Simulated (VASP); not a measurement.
Wanted: the native input for a VASP 6.6.1 run.

| Property | Result |
| --- | --- |
| Task | single point |
| Functional | LDA |
| Potentials or basis | VASP PAW LDA potentials, release 64 (Ba_sv, S) |
| Cutoff | 520 eV |
| k mesh | 8 × 8 × 8 |
| Occupations | gaussian, width 0.01 eV |
| Spin | no spin polarisation |
| Dipole correction | no |
| Further INCAR settings | ALGO = Normal; EDIFF = 1e-06; NBANDS = 15 |

The structure of BaS lies in POSCAR:

```
BaS
1.0
    0.0000000000      3.2119099333      3.2119099333
    3.2119099333      0.0000000000      3.2119099333
    3.2119099333      3.2119099333      0.0000000000
Ba S
1 1
Direct
    0.0000000000      0.0000000000      0.0000000000
    0.5000000000      0.5000000000      0.5000000000
```

The input as run:

INCAR

```
SYSTEM = BaS
ALGO = Normal ; EDIFF = 1E-6
ENCUT = 520 ; ISIF = 2
ISMEAR = 0 ; LASPH = .TRUE.
LCHARG = .FALSE. ; LREAL = .FALSE.
LWAVE = .FALSE. ; NBANDS = 15
NELM = 60 ; PREC = Accurate
SIGMA = 0.01
```

KPOINTS

```
k-points
0
G
  8 8 8
  0 0 0
```

Potentials or basis: VASP PAW LDA potentials, release 64 (Ba_sv, S).

Run with:

```console
$ cat potpaw_LDA.64/Ba_sv/POTCAR potpaw_LDA.64/S/POTCAR > POTCAR
$ mpirun -np 1 vasp_std > vasp.out
```

It gave:

| Item | Value |
| --- | --- |
| Pressure | -2.5 GPa |
| Band gap on the k mesh | 1.93 eV (least direct gap 2.08 eV) |

Caveat: spin-orbit coupling is left out, which moves the levels of the heavy elements.

It took 45 s on 1 thread of Intel Xeon 8259CL, on a shared host, peak memory 0.18 GiB.
